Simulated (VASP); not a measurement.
Write the native input for VASP 6.6.1 that does the following.

| Quantity | Value |
| --- | --- |
| Task | single point |
| Functional | LDA |
| Potentials or basis | VASP PAW LDA potentials, release 64 (Al, O) |
| Cutoff | 520 eV |
| k mesh | 7 × 7 × 7 |
| Occupations | methfessel-paxton, width 0.1 eV |
| Spin | no spin polarisation |
| Dipole correction | no |
| Further INCAR settings | ALGO = Normal; EDIFF = 1e-07; NBANDS = 13 |

The structure of Al2O lies in POSCAR:

```
Al2O
1.0
    0.0000000000      2.8457100000      2.8457100000
    2.8457100000      0.0000000000      2.8457100000
    2.8457100000      2.8457100000      0.0000000000
Al O
2 1
Direct
    0.2500000000      0.2500000000      0.2500000000
    0.7500000000      0.7500000000      0.7500000000
    0.0000000000      0.0000000000      0.0000000000
```

These files were run (other wordings do the same):

INCAR

```
PREC = Accurate
ENCUT = 520
EDIFF = 1E-7
ISMEAR = 1
SIGMA = 0.1
LREAL = F
LASPH = T
NELM = 100
ALGO = Normal
ISIF = 2
LWAVE = F
LCHARG = T
LELF = T
LVHAR = T
NBANDS = 13
```

KPOINTS

```
Automatic mesh
0
Gamma
  7 7 7
```

Potentials or basis: VASP PAW LDA potentials, release 64 (Al, O).

The run is started by

```bash
$ cat potpaw_LDA.64/Al/POTCAR potpaw_LDA.64/O/POTCAR > POTCAR
$ mpirun -np 1 vasp_std > vasp.out
```

It gave:

| Item | Value |
| --- | --- |
| Pressure | -3.9 GPa |
| Band gap on the k mesh | zero (band 6 reaches 7.70 eV, above the bottom of band 7 at 5.98 eV) |

Wall time 12 s on 1 thread of Intel Xeon 6975P-C (shared host), peak memory 0.14 GiB.
